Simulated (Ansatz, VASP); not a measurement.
Given: the input of a run of Ansatz 0.2.0 on TiC.

Contents of input.yaml:

```yaml
crystal:
  lattice:
    - [0.0, 2.1215080947, 2.1215080947]
    - [2.1215080947, 0.0, 2.1215080947]
    - [2.1215080947, 2.1215080947, 0.0]
  atoms:
    - { symbol: Ti, position: [0.0, 0.0, 0.0] }
    - { symbol: C, position: [0.5, 0.5, 0.5] }
hamiltonian:
  xc: r2scan
  pseudopotentials: { kind: paw }
kpoints:
  mp_grid: { grid: [11, 11, 11] }
scf:
  occupations: { method: fermi_dirac, width: 0.05 }
output:
  forces: true
  stress: true
  eigenvalues: true
```

Potentials or basis: Ansatz PAW.

Command:

```bash
$ ansatz run input.yaml --threads 2 --pin off --max-ram 5632MiB --backend cpu --events-out ev --progress --plain --runs-dir out
```

**Question.** Set up the same calculation for VASP 6.6.1. Potentials there: VASP PAW PBE potentials, release 64 (Ti_sv, C).

**Answer.** As run (the cutoff follows the program's own potentials):

POSCAR

```
TiC
1.0
    0.0000000000      2.1215080947      2.1215080947
    2.1215080947      0.0000000000      2.1215080947
    2.1215080947      2.1215080947      0.0000000000
Ti C
1 1
Direct
    0.0000000000      0.0000000000      0.0000000000
    0.5000000000      0.5000000000      0.5000000000
```

Contents of INCAR.step1:

```
SYSTEM = TiC
ALGO = Normal ; EDIFF = 1E-4
ENCUT = 520 ; GGA = PE
ISMEAR = -1 ; LASPH = .TRUE.
LCHARG = .FALSE. ; LREAL = .FALSE.
LWAVE = .TRUE. ; NBANDS = 15
NELM = 60 ; PREC = Accurate
SIGMA = 0.05
```

File INCAR.step2:

```
SYSTEM = TiC
ALGO = Normal ; EDIFF = 1E-6
ENCUT = 520 ; ISIF = 2
ISMEAR = -1 ; ISTART = 1
LASPH = .TRUE. ; LCHARG = .FALSE.
LMIXTAU = .TRUE. ; LREAL = .FALSE.
LWAVE = .FALSE. ; METAGGA = R2SCAN
NBANDS = 15 ; NELM = 60
PREC = Accurate ; SIGMA = 0.05
```

The input KPOINTS:

```
k-points
0
G
  11 11 11
  0 0 0
```

Potentials or basis: VASP PAW PBE potentials, release 64 (Ti_sv, C).

Launch:

```bash
$ cat potpaw_PBE.64/Ti_sv/POTCAR potpaw_PBE.64/C/POTCAR > POTCAR
$ cp INCAR.step1 INCAR
$ mpirun -np 1 vasp_std > vasp.out
$ cp INCAR.step2 INCAR
$ mpirun -np 1 vasp_std > vasp.out
```

Both were run:

|  | VASP | Ansatz | Ansatz less VASP |
| --- | --- | --- | --- |
| gap on the k mesh at the Fermi level (eV) | none | none | - |
| pressure (GPa) | 18.6 | 17.5 | -1.07 |

VASP's potentials were made for PBE, not for r2SCAN. A gap of «none» marks a metal or a gap that the smearing closes. The functional is the same, so the differences come from potentials, cutoffs and numerics.
